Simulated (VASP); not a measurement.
# TaSi2 (P6/mmm) in VASP: further runs, part 2 of 2

VASP 6.6.1. Earlier steps stand in the parts before.

## 3. Single point, PBE

This run uses another cell than the first one, of 16.47 Å³/atom.

File INCAR:

```
ALGO = Normal
EDIFF = 1E-6
ENCUT = 500
GGA = PE
GGA_COMPAT = False
ISIF = 2
ISMEAR = 0
LASPH = True
LCHARG = True
LELF = True
LREAL = False
LVHAR = True
LWAVE = False
NBANDS = 16
NELM = 120
PREC = Accurate
SIGMA = 0.2
```

File KPOINTS:

```
k-points
0
Gamma
  6 6 6
```

File POSCAR:

```
TaSi2
1.0
    4.6660419007      0.0000000000      0.0000000000
   -2.3330209504      4.0409108211      0.0000000000
    0.0000000000      0.0000000000      2.6211378384
Ta Si
1 2
Direct
    0.0000000000      0.0000000000      0.0000000000
    0.3333333333      0.6666666667      0.0000000000
    0.6666666667      0.3333333333      0.0000000000
```

Potentials or basis: VASP PAW PBE potentials, release 64 (Ta_pv, Si).

Run with:

```console
> cat potpaw_PBE.64/Ta_pv/POTCAR potpaw_PBE.64/Si/POTCAR > POTCAR
> mpirun -np 1 vasp_std > vasp.out
```

OUTCAR:

```text
EDIFF = 1E-6
   ENCUT = 500
   GGA = PE
   ISIF = 2
   ISMEAR = 0
   LASPH = True
   LREAL = False
   NELM = 120
   PREC = Accurate

 ion  position               nearest neighbor table
   1  0.000  0.000  0.000-   2 2.69   3 2.69   3 2.69   2 2.69   3 2.69   2 2.69
   2  0.333  0.667  0.000-   3 2.69   3 2.69   1 2.69   1 2.69   1 2.69   3 2.69
   3  0.667  0.333  0.000-   2 2.69   2 2.69   1 2.69   1 2.69   1 2.69   2 2.69

  LATTYP: Found a hexagonal cell.
 ALAT       =     4.6660419007
 C/A-ratio  =     0.5617475998

  Lattice vectors:

 A1 = (   4.6660419007,   0.0000000000,   0.0000000000)
 A2 = (  -2.3330209504,   4.0409108211,   0.0000000000)
 A3 = (   0.0000000000,   0.0000000000,   2.6211378384)

Analysis of symmetry for initial positions (statically):
=====================================================================
 Subroutine PRICEL returns:
 Original cell was already a primitive cell.

 Routine SETGRP: Setting up the symmetry group for a
 hexagonal supercell.

[... 163 lines left out ...]
  ext. energy  EPLUGINS =         0.00000000
  ---------------------------------------------------
  free energy    TOTEN  =       -21.77474264 eV

  energy without entropy =      -21.73366295  energy(sigma->0) =      -21.75420279

 E-fermi :   7.3214     XC(G=0): -11.4402

 val. band max:        7.2831549785   @ k =   0.3333  -0.0000   0.0000
 cond. band min:       7.3861248366   @ k =   0.3333   0.1667   0.3333
 fundamental gap:      0.1029698581
 Fermi energy:         7.3214265339

 k-point     1 :       0.0000    0.0000    0.0000
  band No.  band energies     occupation
      1     -26.5744      2.00000
      2     -26.5744      2.00000
      3     -25.6229      2.00000
      4      -4.6271      2.00000
      5       2.1480      2.00000
      6       2.3412      2.00000
[... 433 lines left out ...]
      3     -26.3738      2.00000
      4       0.4681      2.00000
      5       2.1323      2.00000
      6       2.8834      2.00000
[... 8 lines left out ...]
     15      13.0078      0.00000
     16      14.1908      0.00000

 [... further k-points ...]
[... 5 lines left out ...]
  --------------------------------------------------------------------------------------
  -------------------------------------------------------------------------------------
  Total        0.1938675      0.1938675      0.1249715     -0.0000000     -0.0000000      0.0000000
  in kB        6.2848930      6.2848930      4.0513889     -0.0000000     -0.0000000      0.0000000
  external PRESSURE =       5.5403916 kB  Pullay stress =       0.0000000 kB

 VOLUME and BASIS-vectors are now :
 -----------------------------------------------------------------------------
  energy-cutoff  :      500.00
  volume of cell :       49.42
      direct lattice vectors                 reciprocal lattice vectors
     4.666041901  0.000000000  0.000000000     0.214314406  0.123734480  0.000000000
    -2.333020950  4.040910821  0.000000000     0.000000000  0.247468960  0.000000000
     0.000000000  0.000000000  2.621137838     0.000000000  0.000000000  0.381513702

 POSITION                                       TOTAL-FORCE (eV/Angst)
 -----------------------------------------------------------------------------------
      0.00000      0.00000      0.00000         0.000000      0.000000      0.000000
     -0.00000      2.69394      0.00000        -0.000000      0.000000      0.000000
      2.33302      1.34697      0.00000         0.000000     -0.000000      0.000000
 -----------------------------------------------------------------------------------
    total drift:                                0.000000     -0.000000     -0.000000

  FREE ENERGIE OF THE ION-ELECTRON SYSTEM (eV)
  ---------------------------------------------------
  free  energy   TOTEN  =       -21.7747426374 eV

  energy  without entropy=      -21.7336629471  energy(sigma->0) =      -21.75420279
```

OSZICAR:

```text
N       E                     dE             d eps       ncg     rms          rms(c)
DAV:   1     0.868803498154E+02    0.86880E+02   -0.90598E+03   896   0.103E+03
DAV:   2    -0.201223921069E+02   -0.10700E+03   -0.10394E+03  1160   0.252E+02
DAV:   3    -0.222694367757E+02   -0.21470E+01   -0.21344E+01  1120   0.333E+01
DAV:   4    -0.222838458879E+02   -0.14409E-01   -0.14406E-01  1184   0.315E+00
DAV:   5    -0.222840408426E+02   -0.19495E-03   -0.19492E-03  1184   0.340E-01    0.143E+01
DAV:   6    -0.218492562945E+02    0.43478E+00   -0.16127E+00  1096   0.804E+00    0.703E+00
DAV:   7    -0.217884708172E+02    0.60785E-01   -0.15833E-01  1048   0.233E+00    0.321E+00
DAV:   8    -0.217748081572E+02    0.13663E-01   -0.40995E-02  1080   0.155E+00    0.312E-01
DAV:   9    -0.217747335242E+02    0.74633E-04   -0.11199E-03  1112   0.266E-01    0.151E-01
DAV:  10    -0.217747491000E+02   -0.15576E-04   -0.16997E-04  1136   0.114E-01    0.194E-02
DAV:  11    -0.217747438689E+02    0.52311E-05   -0.11560E-05  1136   0.290E-02    0.122E-02
DAV:  12    -0.217747427205E+02    0.11484E-05   -0.92549E-07   752   0.643E-03    0.164E-03
DAV:  13    -0.217747426374E+02    0.83103E-07   -0.73628E-08   696   0.219E-03
   1 F= -.21774743E+02 E0= -.21754203E+02  d E =-.410797E-01
```

stdout:

```text
POSCAR found type information on POSCAR TaSi
 POSCAR found :  2 types and       3 ions
 scaLAPACK will be used
 LDA part: xc-table for (Slater+PW92), standard interpolation
 POSCAR, INCAR and KPOINTS ok, starting setup
 FFT: planning ... GRIDC
 FFT: planning ... GRID_SOFT
 FFT: planning ... GRID
 WAVECAR not read
 entering main loop
```

It took 14 s on 1 thread of AMD EPYC 9R45 (Zen 5), shared host; peak memory 0.14 GiB.

Results:

```
Free energy            : -21.7747 eV
Pressure               : 0.6 GPa
Band gap on the k mesh : zero (an odd number of electrons rules out a gap without spin polarisation)
```

Caveat: the k points lie up to 0.40 Å⁻¹ apart, too coarse for converged energies and pressures of a metal; spin-orbit coupling is left out, which moves the levels of the heavy elements.
